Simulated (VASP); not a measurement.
Be2H:

```
CELL_PARAMETERS angstrom
2.37832 0.00000 0.00000
-1.18916 2.05969 0.00000
0.00000 0.00000 4.06876
ATOMIC_POSITIONS crystal
Be 0.33333 0.66667 0.28703
Be 0.66667 0.33333 0.71297
H 0.00000 0.00000 0.00000
```

```yaml
Program: VASP 6.6.1
Task: relaxation of cell and atoms
Functional: PBE
Potentials_or_basis: VASP PAW PBE potentials, release 64 (Be, H)
Cutoff: 600 eV
k_mesh: 24 × 24 × 12
Occupations: gaussian, width 0.1 eV
Spin: no spin polarisation
```

At the start: pressure 0.4 GPa; volume 6.64 Å³/atom.

Task: How do energy, volume and symmetry change on relaxing?

Result: Over 11 steps the energy falls by 64.8 meV/atom and the volume is 6.74 Å³/atom (+1.5 %); space group P-3m1 (No. 164, to 0.05 Å).

The path:
```csv
step,energy change (eV),largest force (eV/Å),pressure (GPa),volume (Å³)
1,0.0000,0.0702,0.41,19.93
2,-0.0169,0.1525,0.16,19.98
3,-0.0812,0.3645,-0.24,20.09
4,-0.1797,0.2974,-0.19,20.18
5,0.0662,0.4011,5.45,19.88
6,-0.1913,0.1706,-0.01,20.17
7,-0.1923,0.1285,0.07,20.17
8,-0.1933,0.0773,0.06,20.21
9,-0.1940,0.0047,0.05,20.19
10,-0.1944,0.0015,-0.05,20.21
11,-0.1944,0.0017,-0.11,20.23
```

Final structure:
```
Be H
1.0
     2.22048    0.00000    0.00000
    -1.11024    1.92299    0.00000
     0.00000    0.00000    4.73679
Be H
2 1
Direct
  0.33333 0.66667 0.30079
  0.66667 0.33333 0.69921
  0.00000 0.00000 0.00000
```
